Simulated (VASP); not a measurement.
Here is a VASP 6.6.1 calculation.

INCAR

```
  PREC = Accurate
  ENCUT = 520
  EDIFF = 1E-6
  ISMEAR = 0
  SIGMA = 0.15
  LREAL = F
  LASPH = T
  NELM = 60
  ALGO = Normal
  ISIF = 2
  LWAVE = F
  LCHARG = F
  GGA = PS
  NBANDS = 15
```

KPOINTS

```
regular mesh
0
Gamma
  20 20 20
```

File POSCAR:

```
TaN
1.0
    0.2714897500      2.3117433824      2.3117433824
    2.3117433824      0.2714897500      2.3117433824
    2.3117433824      2.3117433824      0.2714897500
Ta N
1 1
Direct
    0.5000000000      0.5000000000      0.5000000000
    0.0000000000      0.0000000000      0.0000000000
```

Potentials or basis: VASP PAW PBE potentials, release 64 (Ta_pv, N).

Run with:

```bash
$ cat potpaw_PBE.64/Ta_pv/POTCAR potpaw_PBE.64/N/POTCAR > POTCAR
$ mpirun -np 1 vasp_std > vasp.out
```

(1) What does it give for the band gap on the k mesh?

(2) What does it give for the pressure?

## Answers

(1) zero (band 8 reaches 10.52 eV, above the bottom of band 9 at 8.18 eV).

(2) 13.0 GPa.

Caveat: the PAW data sets were made with another functional, which shifts forces and pressure a little; spin-orbit coupling is left out, which moves the levels of the heavy elements.
